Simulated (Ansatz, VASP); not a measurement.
**One calculation of MgO, two programs**

```
CELL_PARAMETERS angstrom
3.48638 0.00000 0.00000
-1.74319 3.01929 0.00000
0.00000 0.00000 4.17804
ATOMIC_POSITIONS crystal
Mg 0.66667 0.33333 0.75000
Mg 0.33333 0.66667 0.25000
O 0.57069 0.26307 0.17820
O 0.33333 0.66667 0.75000
```

Alike in both runs: task single point; functional r2SCAN; k mesh 6 × 6 × 6; no spin polarisation.

|  | VASP | Ansatz |
| --- | --- | --- |
| version | VASP 6.6.1 | Ansatz 0.2.0 |
| potentials or method | VASP PAW PBE potentials, release 64 (Mg, O), cutoff 520 eV | scalar-relativistic, plane waves, PAW |
| occupations | methfessel-paxton of order 1, width 0.02 eV | cold, width 0.02 eV |
| valence electrons in the cell | 16 | 32 |

Ansatz gave:

```
gap on the k mesh at the Fermi level (eV)                     : 3.89
least direct gap on the mesh (eV)                             : 3.89
pressure (GPa)                                                : 7.9
traceless stress, the component that is largest in VASP (GPa) : -10.51
rms of the force components (eV/Å)                            : 1.641
```

Q: What did VASP give for the same quantities?

A: gap on the k mesh at the Fermi level (eV): 3.87; least direct gap on the mesh (eV): 3.87; pressure (GPa): 7.4; traceless stress, the component that is largest in VASP (GPa): -10.61; rms of the force components (eV/Å): 1.662.

VASP's potentials were made for PBE, not for r2SCAN. Atom by atom the forces differ by 0.023 eV/Å (rms over components). VASP's potentials hold 16 valence electrons a cell and Ansatz's 32, so a difference there can come from the potentials and not from the codes.
